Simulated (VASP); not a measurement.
Input of a VASP 6.6.1 run:

The input INCAR:

```
SYSTEM = MgS
ALGO = Normal ; EDIFF = 1E-6
EDIFFG = -0.025 ; ENCUT = 600
GGA = PE ; IBRION = 2
ISIF = 3 ; ISMEAR = 0
LASPH = .True. ; LCHARG = .False.
LREAL = .False. ; LWAVE = .False.
NELM = 80 ; NSW = 80
PREC = Accurate ; SIGMA = 0.1
```

The input KPOINTS:

```
k-points
0
Gamma
  4 2 2
  0 0 0
```

POSCAR

```
MgS
1.0
    0.0254647667     -0.0413817626      3.7644995328
    6.9199057263     -0.0560960617      0.0480444839
   -0.0560960617      6.9944525680     -0.0780751481
Mg S
4 4
Direct
    0.4938212234      0.6762914655      0.6771761885
    0.2323734990      0.1447254542      0.8125501051
    1.0164725565      0.3475184090      0.3425116845
    0.7236874308      0.8346982572      0.1746730183
    0.9885219355      0.8555372820      0.8244393494
    0.7395199792      0.3324910035      0.6556213596
    0.5082252225      0.1607533284      0.1615300546
    0.2973781532      0.6479848002      0.3514982400
```

Potentials or basis: VASP PAW PBE potentials, release 64 (Mg, S).

Command:

```bash
$ cat potpaw_PBE.64/Mg/POTCAR potpaw_PBE.64/S/POTCAR > POTCAR
$ mpirun -np 1 vasp_std > vasp.out
```

Q: Predict the relaxed volume.

A: 22.35 Å³/atom.

Q: What does it give for the band gap on the k mesh?

A: 2.85 eV.

Q: Predict the space group after relaxing (to 0.1 Å).

A: P2_12_12_1 (No. 19).

Final structure:
```yaml
crystal:
  lattice:
    - [-0.00146, -0.00040, 3.69902]
    - [6.95064, 0.00163, -0.00320]
    - [-0.00199, 6.95441, -0.00225]
  atoms:
    - { symbol: Mg, position: [0.48907, 0.66087, 0.66712] }
    - { symbol: Mg, position: [0.25347, 0.16138, 0.83416] }
    - { symbol: Mg, position: [0.99942, 0.33830, 0.33403] }
    - { symbol: Mg, position: [0.75850, 0.83852, 0.16685] }
    - { symbol: S, position: [0.98963, 0.83116, 0.83104] }
    - { symbol: S, position: [0.75341, 0.33086, 0.66779] }
    - { symbol: S, position: [0.49884, 0.16961, 0.16789] }
    - { symbol: S, position: [0.25765, 0.66929, 0.33112] }
```

Caveat: the k points lie up to 0.45 Å⁻¹ apart in the final cell.
